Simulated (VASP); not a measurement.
Write the native input for VASP 6.6.1 that does the following.

```
Task                   : single point
Functional             : r2SCAN
Potentials or basis    : VASP PAW PBE potentials, release 64 (Cs_sv, H)
Cutoff                 : 520 eV
k mesh                 : 8 × 8 × 8
Occupations            : gaussian, width 0.05 eV
Spin                   : no spin polarisation
Dipole correction      : no
Further INCAR settings : ALGO = Normal; EDIFF = 1e-06; NBANDS = 12
```

CsH:

```
Cs H
1.0
     0.00000    3.27785    3.01562
     3.27785    0.00000    3.01562
     3.27785    3.27785    0.00000
Cs H
1 1
Direct
  0.00000 0.00000 0.00000
  0.50000 0.50000 0.50000
```

This cell differs from its parent crystal: ratio of the length along z to the lengths across it x 0.92, volume and fractional coordinates fixed.

The input as run:

POSCAR

```
CsH
1.0
    0.0000000000      3.2778497080      3.0156217313
    3.2778497080      0.0000000000      3.0156217313
    3.2778497080      3.2778497080      0.0000000000
Cs H
1 1
Direct
    0.0000000000      0.0000000000      0.0000000000
    0.5000000000      0.5000000000      0.5000000000
```

INCAR.step1

```
SYSTEM = CsH
PREC     = Accurate       ! precision mode
ENCUT    = 520            ! plane-wave cutoff, eV
ISMEAR   = 0              ! smearing method
SIGMA    = 0.05           ! smearing width, eV
LREAL    = .False.        ! projectors in reciprocal space
LASPH    = .True.         ! aspherical terms in the spheres
NELM     = 80             ! most SCF steps
NBANDS   = 12             ! bands
GGA      = PE             ! functional
ALGO     = Normal         ! electronic algorithm
EDIFF    = 1E-4           ! SCF threshold, eV
LWAVE    = .True.         ! write WAVECAR
LCHARG   = .False.        ! write CHGCAR
```

INCAR.step2

```
SYSTEM = CsH
PREC     = Accurate       ! precision mode
ENCUT    = 520            ! plane-wave cutoff, eV
EDIFF    = 1E-6           ! SCF threshold, eV
ISMEAR   = 0              ! smearing method
SIGMA    = 0.05           ! smearing width, eV
LREAL    = .False.        ! projectors in reciprocal space
LASPH    = .True.         ! aspherical terms in the spheres
NELM     = 80             ! most SCF steps
ALGO     = Normal         ! electronic algorithm
ISIF     = 2              ! what is computed and relaxed
LWAVE    = .False.        ! write WAVECAR
LCHARG   = .True.         ! write CHGCAR
METAGGA  = R2SCAN         ! meta-GGA
LMIXTAU  = .True.       
LELF     = .True.         ! ELF
LVHAR    = .True.       
NBANDS   = 12             ! bands
ISTART   = 1
```

KPOINTS

```
regular mesh
0
Gamma
  8 8 8
  0 0 0
```

Potentials or basis: VASP PAW PBE potentials, release 64 (Cs_sv, H).

Run with:

```sh
$ cat potpaw_PBE.64/Cs_sv/POTCAR potpaw_PBE.64/H/POTCAR > POTCAR
$ cp INCAR.step1 INCAR
$ mpirun -np 1 vasp_std > vasp.out
$ cp INCAR.step2 INCAR
$ mpirun -np 1 vasp_std > vasp.out
```

It gave:

```yaml
Pressure: 0.2 GPa
Band_gap_on_the_k_mesh: 2.62 eV, direct
```

Caveat: the PAW data sets were made with another functional, which shifts forces and pressure a little; spin-orbit coupling is left out, which moves the levels of the heavy elements.

Run time: 2.5 min on 1 thread of AMD EPYC 9R45 96-Core Processor (Zen 5) (shared host), peak memory 0.21 GiB.
